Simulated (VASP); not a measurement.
Wanted: the native input for a VASP 6.6.1 run.

```yaml
Task: single point
Functional: PBE
Potentials_or_basis: VASP PAW PBE potentials, release 64 (Ta_pv)
Cutoff: 520 eV
k_mesh: 20 × 20 × 20
Occupations: gaussian, width 0.15 eV
Spin: no spin polarisation
Dipole_correction: no
Further_INCAR_settings: ALGO = Normal; EDIFF = 1e-06; NBANDS = 12
```

The structure of Ta lies in POSCAR:

```
Ta
1.0
   -1.5425145082      1.5425145082      1.9591476769
    1.5425145082     -1.5425145082      1.9591476769
    1.5425145082      1.5425145082     -1.9591476769
Ta
1
Direct
    0.0000000000      0.0000000000      0.0000000000
```

The input as run:

INCAR

```
ALGO     = Normal         # electronic algorithm
EDIFF    = 1E-6           # SCF threshold, eV
ENCUT    = 520            # plane-wave cutoff, eV
GGA      = PE             # functional
ISIF     = 2              # what is computed and relaxed
ISMEAR   = 0              # smearing method
LASPH    = T              # aspherical terms in the spheres
LCHARG   = F              # write CHGCAR
LREAL    = F              # projectors in reciprocal space
LWAVE    = F              # write WAVECAR
NBANDS   = 12             # bands
NELM     = 80             # most SCF steps
PREC     = Accurate       # precision mode
SIGMA    = 0.15           # smearing width, eV
```

KPOINTS

```
k-points
0
Gamma
  20 20 20
```

Potentials or basis: VASP PAW PBE potentials, release 64 (Ta_pv).

Run with:

```sh
$ cat potpaw_PBE.64/Ta_pv/POTCAR > POTCAR
$ mpirun -np 1 vasp_std > vasp.out
```

It gave:

```
Pressure               : 0.2 GPa
Band gap on the k mesh : zero (an odd number of electrons rules out a gap without spin polarisation)
```

Caveat: spin-orbit coupling is left out, which moves the levels of the heavy elements.

Run time: 46 s on 1 thread of Intel(R) Xeon(R) Platinum 8559C (Emerald Rapids) (shared host), peak memory 0.25 GiB.
